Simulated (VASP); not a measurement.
# PbS: single point with PBE

Crystal: PbS.

```
Pb S
1.0
     0.00000    3.01710    2.97951
     3.01710    0.00000    2.97951
     3.01710    3.01710    0.00000
Pb S
1 1
Direct
  0.00000 0.00000 0.00000
  0.50000 0.50000 0.50000
```

This cell differs from its parent crystal: epitaxial xy strain +1.0%.

| Property | Result |
| --- | --- |
| Program | VASP 6.6.1 |
| Task | single point |
| Functional | PBE |
| Potentials or basis | VASP PAW PBE potentials, release 64 (Pb_d, S) |
| Cutoff | 520 eV |
| k mesh | 8 × 8 × 8 |
| Occupations | fermi-dirac, width 0.02 eV |
| Spin | no spin polarisation |

- Pressure: -0.1 GPa
- Band gap on the k mesh: 0.50 eV, direct

Stress tensor (GPa, compression positive):
```
-0.52  0.00  0.00
 0.00 -0.52  0.00
 0.00  0.00  0.87
```

Levels at points of the mesh, in eV from the valence-band top:
```csv
k point,band 8,band 9,band 10,band 11,band 12,band 13
"(0.00, 0.00, 0.00)",-2.01,-1.91,-1.91,5.04,5.04,5.32
"(0.50, 0.00, 0.00)",-1.60,-1.57,0.00,0.50,2.04,2.12
"(0.50, 0.50, 0.00)",-4.85,-3.17,-3.17,4.04,5.52,5.52
"(0.50, 0.00, 0.50)",-4.82,-3.21,-3.08,4.08,5.43,5.47
```

It took 61 s on 1 thread of Intel Xeon 8259CL, with other jobs on the host, peak memory 0.2 GiB.

Caveat: the cell differs from its parent crystal (epitaxial xy strain +1.0%); spin-orbit coupling is left out, which moves the levels of the heavy elements. A k mesh can miss the band edges.
